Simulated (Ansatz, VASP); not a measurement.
## LiAlF4: VASP beside Ansatz

```
Li Al F
1.0
     3.18536    0.00000    0.00000
     0.00000    3.18536    0.00000
     0.00000    0.00000    5.49041
Li Al F
1 1 4
Direct
  0.50000 0.50000 0.50000
  0.00000 0.00000 0.00000
  0.50000 0.00000 0.00000
  0.00000 0.50000 0.00000
  0.00000 0.00000 0.27700
  0.00000 0.00000 0.72300
```

Alike in both runs: task relaxation of cell and atoms; functional PBE; k mesh 6 × 6 × 4; occupations gaussian, width 0.1 eV; no spin polarisation.

```csv
,VASP,Ansatz
version,VASP 6.6.1,Ansatz 0.2.0
potentials or method,"VASP PAW PBE potentials, release 64 (Li_sv, Al, F), cutoff 750 eV","scalar-relativistic, plane waves, PAW"
valence electrons in the cell,34,34
```

|  | VASP | Ansatz | Ansatz less VASP |
| --- | --- | --- | --- |
| gap on the k mesh at the Fermi level, each at its own relaxed structure (eV) | 5.75 | 5.73 | -0.020 |
| relaxed volume (Å³/atom) | 13.14 | 13.18 | +0.042 |
| relaxed length of the cell vector where the two differ most in proportion (Å) | 3.587 | 3.593 | +0.0061 |

Noted on VASP's run: the volume moved by over 15 % at a fixed basis, so the end points are rough.
